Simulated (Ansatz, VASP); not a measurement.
SnO2 in VASP and in Ansatz

Contents of INCAR:

```
PREC     = Accurate       # precision mode
ENCUT    = 520            # plane-wave cutoff, eV
EDIFF    = 1E-6           # SCF threshold, eV
ISMEAR   = 1              # smearing method
SIGMA    = 0.05           # smearing width, eV
LREAL    = False          # projectors in reciprocal space
LASPH    = True           # aspherical terms in the spheres
NELM     = 60             # most SCF steps
ALGO     = Normal         # electronic algorithm
ISIF     = 2              # what is computed and relaxed
LWAVE    = False          # write WAVECAR
LCHARG   = False          # write CHGCAR
GGA      = PS             # functional
NBANDS   = 35             # bands
```

Contents of KPOINTS:

```
regular mesh
0
Gamma
  4 4 6
```

The input POSCAR:

```
SnO2
1.0
    4.7797466444      0.0000000000      0.0000000000
    0.0000000000      4.7797466444      0.0000000000
    0.0000000000      0.0000000000      3.2145763365
Sn O
2 4
Direct
    0.0000000000      0.0000000000      0.0000000000
    0.5000000000      0.5000000000      0.5000000000
    0.3071000000      0.3071000000      0.0000000000
    0.1929000000      0.8071000000      0.5000000000
    0.6929000000      0.6929000000      0.0000000000
    0.8071000000      0.1929000000      0.5000000000
```

Input for Ansatz:

```yaml
crystal:
  lattice:
    - [4.7797466444350905, 0.0, 0.0]
    - [0.0, 4.7797466444350905, 0.0]
    - [0.0, 0.0, 3.2145763365328017]
  atoms:
    - { symbol: Sn, position: [0.0, 0.0, 0.0] }
    - { symbol: Sn, position: [0.5, 0.5, 0.5] }
    - { symbol: O, position: [0.3071, 0.3071, 0.0] }
    - { symbol: O, position: [0.1929, 0.8071, 0.5] }
    - { symbol: O, position: [0.6929, 0.6929, 0.0] }
    - { symbol: O, position: [0.8071, 0.1929, 0.5] }
basis:
  ecutwfc: 571.4391111657479
kpoints:
  mp_grid:
    grid: [4, 4, 6]
hamiltonian:
  xc: pbesol
  pseudopotentials:
    kind: paw
scf:
  occupations:
    method: cold
    width: 0.05
output:
  stress: true
```

Alike in both runs: task single point; functional PBEsol; k mesh 4 × 4 × 6; no spin polarisation.

|  | VASP | Ansatz |
| --- | --- | --- |
| version | VASP 6.6.1 | Ansatz 0.2.0 |
| potentials or method | VASP PAW PBE potentials, release 64 (Sn_d, O), cutoff 520 eV | plane waves, PAW |
| occupations | methfessel-paxton of order 1, width 0.05 eV | cold, width 0.05 eV |
| valence electrons in the cell | 52 | 52 |

```tsv
	VASP	Ansatz	Ansatz less VASP
pressure (GPa)	-0.2	-0.8	-0.59
traceless stress, the component that is largest in VASP (GPa)	0.35	0.10	-0.248
```

VASP's potentials were made for PBE, not for PBEsol.
